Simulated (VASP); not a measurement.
# CuH5 (F-43m) in VASP: further runs, part 3 of 3

VASP 6.6.1. The steps go on from the part before.

## 5. Single point, PBE

The input, INCAR:

```
SYSTEM = CuH5
ALGO = Normal ; EDIFF = 1E-7
ENCUT = 520 ; GGA = PE
ISIF = 2 ; ISMEAR = 0
LASPH = .TRUE. ; LCHARG = .FALSE.
LREAL = .FALSE. ; LWAVE = .FALSE.
NBANDS = 17 ; NELM = 100
PREC = Accurate ; SIGMA = 0.1
```

The input, KPOINTS:

```
k-points
0
G
  6 6 6
  0 0 0
```

The input, POSCAR:

```
CuH5
1.0
    0.0000000000      2.4315799055      2.4315799055
    2.4315799055      0.0000000000      2.4315799055
    2.4315799055      2.4315799055      0.0000000000
Cu H
1 5
Direct
    0.0000000000      0.0000000000      0.0000000000
    0.1963186681      0.6012271106      0.6012271106
    0.6012271106      0.6012271106      0.6012271106
    0.6012271106      0.1963186681      0.6012271106
    0.6012271106      0.6012271106      0.1963186681
    0.2500000000      0.2500000000      0.2500000000
```

Potentials or basis: VASP PAW PBE potentials, release 64 (Cu, H).

On the command line:

```sh
> cat potpaw_PBE.64/Cu/POTCAR potpaw_PBE.64/H/POTCAR > POTCAR
> mpirun -np 1 vasp_std > vasp.out
```

OUTCAR:

```text
SYSTEM = CuH5
   EDIFF = 1E-7
   ENCUT = 520
   GGA = PE
   ISIF = 2
   ISMEAR = 0
   LASPH = .TRUE.
   LREAL = .FALSE.
   NELM = 100
   PREC = Accurate

 ion  position               nearest neighbor table
   1  0.000  0.000  0.000-
   2  0.196  0.601  0.601-
   3  0.601  0.601  0.601-
   4  0.601  0.196  0.601-
   5  0.601  0.601  0.196-
   6  0.250  0.250  0.250-

  LATTYP: Found a face centered cubic cell.
 ALAT       =     4.8631598110

  Lattice vectors:

 A1 = (   0.0000000000,   2.4315799055,   2.4315799055)
 A2 = (   2.4315799055,   0.0000000000,   2.4315799055)
 A3 = (   2.4315799055,   2.4315799055,   0.0000000000)

Analysis of symmetry for initial positions (statically):
=====================================================================
 Subroutine PRICEL returns:
 Original cell was already a primitive cell.

 Routine SETGRP: Setting up the symmetry group for a
 face centered cubic supercell.

 Subroutine GETGRP returns: Found 24 space group operations
 (whereof 24 operations were pure point group operations)
 out of a pool of 48 trial point group operations.

The static configuration has the point symmetry T_d .

Analysis of symmetry for dynamics (positions and initial velocities):
=====================================================================
 Subroutine PRICEL returns:
 Original cell was already a primitive cell.

 Routine SETGRP: Setting up the symmetry group for a
 face centered cubic supercell.

 Subroutine GETGRP returns: Found 24 space group operations
 (whereof 24 operations were pure point group operations)
 out of a pool of 48 trial point group operations.

The dynamic configuration has the point symmetry T_d .

 Subroutine INISYM returns: Found 24 space group operations
 (whereof 24 operations are pure point group operations),
 and found     1 'primitive' translations

----------------------------------------------------------------------------------------

                                     Primitive cell

  volume of cell :      28.7538

  direct lattice vectors                    reciprocal lattice vectors
     0.000000000  2.431579906  2.431579906    -0.205627625  0.205627625  0.205627625
     2.431579906  0.000000000  2.431579906     0.205627625 -0.205627625  0.205627625
     2.431579906  2.431579906  0.000000000     0.205627625  0.205627625 -0.205627625

  length of vectors
     3.438773280  3.438773280  3.438773280     0.356157493  0.356157493  0.356157493

  position of ions in fractional coordinates (direct lattice)
     0.000000000  0.000000000  0.000000000
     0.196318668  0.601227111  0.601227111
     0.601227111  0.601227111  0.601227111
     0.601227111  0.196318668  0.601227111
     0.601227111  0.601227111  0.196318668
     0.250000000  0.250000000  0.250000000

  ion indices of the primitive-cell ions
   primitive index   ion index
                 1           1
                 2           2
                 3           3
                 4           4
[... 23 lines left out ...]

 Subroutine IBZKPT returns following result:
 ===========================================

 Found     16 irreducible k-points:

 Following reciprocal coordinates:
            Coordinates               Weight
  0.000000  0.000000  0.000000      1.000000
  0.166667  0.000000  0.000000      8.000000
  0.333333  0.000000  0.000000      8.000000
  0.500000  0.000000  0.000000      4.000000
  0.166667  0.166667  0.000000      6.000000
  0.333333  0.166667  0.000000     24.000000
[... 8 lines left out ...]
 -0.333333  0.333333  0.166667     24.000000
 -0.333333  0.500000  0.166667     12.000000
   k-points           NKPTS =     16   k-points in BZ     NKDIM =     16   number of bands    NBANDS=     17
   number of dos      NEDOS =    301   number of ions     NIONS =      6
   total plane-waves  NPLWV =  21952
   dimension x,y,z NGX =    28 NGY =   28 NGZ =   28
   dimension x,y,z NGXF=    56 NGYF=   56 NGZF=   56
   ions per type =               1   5
   NGX,Y,Z   is equivalent  to a cutoff of  13.54, 13.54, 13.54 a.u.
   NGXF,Y,Z  is equivalent  to a cutoff of  27.07, 27.07, 27.07 a.u.
 SYSTEM =  CuH5
   PREC   = accura    normal or accurate (medium, high low for compatibility)
   ISTART =      0    job   : 0-new  1-cont  2-samecut
   ICHARG =      2    charge: 1-file 2-atom 10-const
   ISPIN  =      1    spin polarized calculation?
   LNONCOLLINEAR =      F non collinear calculations
   LSORBIT =      F    spin-orbit coupling
   LASPH  =      T    aspherical Exc in radial PAW
   ENCUT  =  520.0 eV  38.22 Ry    6.18 a.u.   6.39  6.39  6.39*2*pi/ulx,y,z
   NELM   =    100;   NELMIN=  2; NELMDL= -5     # of ELM steps
   EDIFF  = 0.1E-06   stopping-criterion for ELM
   LREAL  =      F    real-space projection
   EDIFFG = 0.1E-05   stopping-criterion for IOM
   NSW    =      0    number of steps for IOM
   IBRION =     -1    ionic relax: 0-MD 1-quasi-New 2-CG
   NFREE  =      0    steps in history (QN), initial steepest desc. (CG)
   ISIF   =      2    stress and relaxation
   ISYM   =      2    0-nonsym 1-usesym 2-fastsym
   POTIM  = 0.5000    time-step for ionic-motion
   TEBEG  =    0.0;   TEEND  =   0.0 temperature during run
   PSTRESS=    0.0 pullay stress
   NELECT =      16.0000    total number of electrons
   NUPDOWN=      -1.0000    fix difference up-down
   EMIN   =  10.00;   EMAX   =-10.00  energy-range for DOS
   EFERMI =   0.00;   METHOD = LEGACY
   ISMEAR =     0;   SIGMA  =   0.10  broadening in eV -4-tet -1-fermi 0-gaus
   EFERMI_NEDOS =   21; number of points for ismear=-14 and -15
   IALGO  =     38    algorithm
   IMIX   =      4    mixing-type and parameters
     AMIX     =   0.40;   BMIX     =  1.00
     AMIX_MAG =   1.60;   BMIX_MAG =  1.00
  volume/ion in A,a.u.               =       4.79        32.34
  Fermi-wavevector in a.u.,A,eV,Ry     =   1.346531  2.544574 24.669337  1.813145
  Thomas-Fermi vector in A             =   2.474355
   LORBIT       =      0    0 simple, 1 ext, 2 COOP (PROOUT), +10 PAW based schemes
   GGA     = PE    functional components
   LHFCALC =     F    Hartree Fock is set to
   AEXX    =    0.0000 exact exchange contribution
   IVDW    =     0    specifies the selected vdW correction
   LEPSILON=     F    determine dielectric tensor
   LRPA    =     F    only Hartree local field effects (RPA)
 non-spin polarized calculation
 Gauss-broadening in eV      SIGMA  =   0.10
  energy-cutoff  :      520.00
  volume of cell :       28.75
 maximum number of plane-waves:       786
 NGX is ok and might be reduce to    28

 number of electron      15.9999987 magnetization

 Free energy of the ion-electron system (eV)
  ---------------------------------------------------
  ext. energy  EPLUGINS =         0.00000000
  ---------------------------------------------------
  free energy    TOTEN  =       -14.35248586 eV

  energy without entropy =      -14.33920404  energy(sigma->0) =      -14.34584495

 E-fermi :   4.4750     XC(G=0): -11.4246

 val. band max:        4.4381161279   @ k =  -0.1667   0.1667   0.0000
 cond. band min:       4.5034226380   @ k =   0.3333   0.3333   0.0000
 fundamental gap:      0.0653065100
 Fermi energy:         4.4750020547

 k-point     1 :       0.0000    0.0000    0.0000
  band No.  band energies     occupation
      1      -9.2533      2.00000
      2       0.9443      2.00000
      3       0.9443      2.00000
      4       0.9443      2.00000
      5       1.2926      2.00000
      6       1.2926      2.00000
[... 297 lines left out ...]
      4       0.7921      2.00000
      5       1.6047      2.00000
      6       1.8066      2.00000
[... 9 lines left out ...]
     16      23.9754      0.00000
     17      24.3074      0.00000

------------------------ aborting loop because EDIFF is reached ----------------------------------------

  FORCE on cell =-STRESS in cart. coord.  units (eV):
  Direction    XX          YY          ZZ          XY          YZ          ZX
  --------------------------------------------------------------------------------------
  -------------------------------------------------------------------------------------
  Total       -0.0733667     -0.0733667     -0.0733667      0.0000000      0.0000000     -0.0000000
  in kB       -4.0880309     -4.0880309     -4.0880309      0.0000000      0.0000000     -0.0000000
  external PRESSURE =      -4.0880309 kB  Pullay stress =       0.0000000 kB

 VOLUME and BASIS-vectors are now :
 -----------------------------------------------------------------------------
  energy-cutoff  :      520.00
  volume of cell :       28.75
      direct lattice vectors                 reciprocal lattice vectors
     0.000000000  2.431579906  2.431579906    -0.205627625  0.205627625  0.205627625
     2.431579906  0.000000000  2.431579906     0.205627625 -0.205627625  0.205627625
     2.431579906  2.431579906  0.000000000     0.205627625  0.205627625 -0.205627625

 POSITION                                       TOTAL-FORCE (eV/Angst)
 -----------------------------------------------------------------------------------
      0.00000      0.00000      0.00000        -0.000000      0.000000      0.000000
      2.92386      1.93930      1.93930        -0.001451      0.001451      0.001451
      2.92386      2.92386      2.92386        -0.001451     -0.001451     -0.001451
      1.93930      2.92386      1.93930         0.001451     -0.001451      0.001451
      1.93930      1.93930      2.92386         0.001451      0.001451     -0.001451
      1.21579      1.21579      1.21579        -0.000000      0.000000     -0.000000
 -----------------------------------------------------------------------------------
    total drift:                               -0.000000     -0.000000      0.000000

  FREE ENERGIE OF THE ION-ELECTRON SYSTEM (eV)
  ---------------------------------------------------
  free  energy   TOTEN  =       -14.3524858630 eV

  energy  without entropy=      -14.3392040365  energy(sigma->0) =      -14.34584495
```

stdout:

```text
POSCAR found type information on POSCAR CuH
 POSCAR found :  2 types and       6 ions
 scaLAPACK will be used
 LDA part: xc-table for (Slater+PW92), standard interpolation
 POSCAR, INCAR and KPOINTS ok, starting setup
 FFT: planning ... GRIDC
 FFT: planning ... GRID_SOFT
 FFT: planning ... GRID
 WAVECAR not read
 entering main loop
```

Run time: 14 s. Hardware: 1 thread of Intel Xeon Platinum 8259CL at 2.50GHz (Skylake/Cascade Lake), shared host; peak memory 0.15 GiB.

What came out:

* Free energy: -14.3525 eV
* Pressure: -0.4 GPa
* Band gap on the k mesh: zero (band 8 reaches 7.04 eV, above the bottom of band 9 at 2.78 eV)

Forces in eV/Å, atoms in the order of the input:
```
Cu   0.000  0.000  0.000
H   -0.001  0.001  0.001
H   -0.001 -0.001 -0.001
H    0.001 -0.001  0.001
H    0.001  0.001 -0.001
H    0.000  0.000  0.000
```

Caveat: the k points lie up to 0.37 Å⁻¹ apart.

## 6. Relaxation of cell and atoms, PBE

This run uses another cell than the first one, of 8.64 Å³/atom, 1.805 times its volume.

The input, INCAR:

```
ALGO = Normal
EDIFF = 1E-6
EDIFFG = -0.04
ENCUT = 600
GGA = PE
IBRION = 2
ISIF = 3
ISMEAR = 0
LASPH = T
LCHARG = F
LREAL = F
LWAVE = F
NELM = 100
NSW = 90
PREC = Accurate
SIGMA = 0.1
```

The input, KPOINTS:

```
k-points
0
Gamma
  6 6 6
```

The input, POSCAR:

```
CuH5
1.0
    0.0000000000      2.9589033700      2.9589033700
    2.9589033700      0.0000000000      2.9589033700
    2.9589033700      2.9589033700      0.0000000000
Cu H
1 5
Direct
    0.0000000000      0.0000000000      0.0000000000
    0.1250000000      0.6250000000      0.6250000000
    0.6250000000      0.6250000000      0.6250000000
    0.6250000000      0.1250000000      0.6250000000
    0.6250000000      0.6250000000      0.1250000000
    0.2500000000      0.2500000000      0.2500000000
```

Potentials or basis: VASP PAW PBE potentials, release 64 (Cu, H).

On the command line:

```sh
> cat potpaw_PBE.64/Cu/POTCAR potpaw_PBE.64/H/POTCAR > POTCAR
> mpirun -np 1 vasp_std > vasp.out
```

Run time: 2.8 min. Hardware: 1 thread of Intel Xeon Platinum 8259CL at 2.50GHz (Skylake/Cascade Lake), shared host; peak memory 0.21 GiB.

The run converged. Its results:

```yaml
Free_energy: -14.3574 eV
Relaxed_volume: 4.78 Å³/atom
Relaxed_cell: a = 3.435 Å, b = 3.435 Å, c = 3.435 Å, α = 60.00°, β = 60.00°, γ = 60.00°
Space_group_after_relaxing_to_0.05_Å: F-43m (No. 216)
Energy_gained_by_relaxing: 431.9 meV/atom
Ionic_steps: 12
Pressure_after_relaxing: 0.4 GPa
Band_gap_on_the_k_mesh: zero (band 8 reaches 7.08 eV, above the bottom of band 9 at 2.82 eV)
```

Step by step:
```csv
step,energy change (eV),largest force (eV/Å),pressure (GPa),volume (Å³)
1,0.0000,0.0498,-20.41,51.81
2,-1.0157,0.1005,-20.27,43.99
3,-2.3443,0.3170,16.09,25.32
4,-2.4311,0.2236,-7.12,30.42
5,-2.4794,0.2505,-0.94,28.56
6,-2.4798,0.2567,0.64,28.18
7,-2.4979,0.2381,0.76,28.12
8,-2.5403,0.1470,1.57,27.91
9,-2.5741,0.0075,4.84,27.52
10,-2.5868,0.0966,1.58,28.45
11,-2.5868,0.0952,1.58,28.43
12,-2.5912,0.0304,0.40,28.67
```

Final structure:
```yaml
crystal:
  lattice:
    - [0.00000, 2.42912, 2.42912]
    - [2.42912, 0.00000, 2.42912]
    - [2.42912, 2.42912, 0.00000]
  atoms:
    - { symbol: Cu, position: [0.00000, 0.00000, 0.00000] }
    - { symbol: H, position: [0.19902, 0.60033, 0.60033] }
    - { symbol: H, position: [0.60033, 0.60033, 0.60033] }
    - { symbol: H, position: [0.60033, 0.19902, 0.60033] }
    - { symbol: H, position: [0.60033, 0.60033, 0.19902] }
    - { symbol: H, position: [0.25000, 0.25000, 0.25000] }
```

Levels at points of the mesh, in eV from the Fermi level:
```tsv
k point	band 5	band 6	band 7	band 8	band 9	band 10	band 11	band 12
(0.00, 0.00, 0.00)	-3.20	-3.20	0.53	2.56	2.56	2.56	7.08	10.12
(0.50, 0.00, 0.00)	-2.96	-2.96	-2.44	0.10	2.91	2.91	7.40	7.40
(0.50, 0.50, 0.00)	-2.88	-2.88	-2.15	-0.87	-0.87	1.35	1.85	13.94
```

Caveat: the volume moved by over 15 % at a fixed basis, so the end points are rough.

## 7. The runs side by side

| task | cell | k mesh | cutoff (eV) | gap on the mesh (eV) | pressure (GPa) | relaxed volume (Å³/atom) |
| --- | --- | --- | --- | --- | --- | --- |
| single point | a = 3.437 Å, angles 60.0°, 6 atoms | 14 × 14 × 14 | 520 | none | -0.1 | - |
| relaxation of cell and atoms | relaxed from a = 3.439 Å, angles 60.0°, 6 atoms | 14 × 14 × 14 | 600 | none | 0.1 | 4.78 |
| single point | a = 4.185 Å, angles 60.0°, 6 atoms | 6 × 6 × 6 | 520 | none | -20.5 | - |
| single point | a = 3.439 Å, angles 60.0°, 6 atoms | 6 × 6 × 6 | 520 | none | -0.4 | - |
| relaxation of cell and atoms | relaxed from a = 4.185 Å, angles 60.0°, 6 atoms | 6 × 6 × 6 | 600 | none | 0.4 | 4.78 |

Some of these runs hold the atoms at other places in the same cell, which the table doesn't show; runs alike in all that it shows share one row.

Alike in all rows: level PBE; potentials or basis VASP PAW PBE potentials, release 64 (Cu, H); no spin polarisation; smearing gaussian 0.1 eV.

Caveats: some runs use coarse meshes; the volume moved by over 15 % at a fixed basis, so the end points are rough (some runs).

Absolute energies hang on the potentials; compare differences alone.
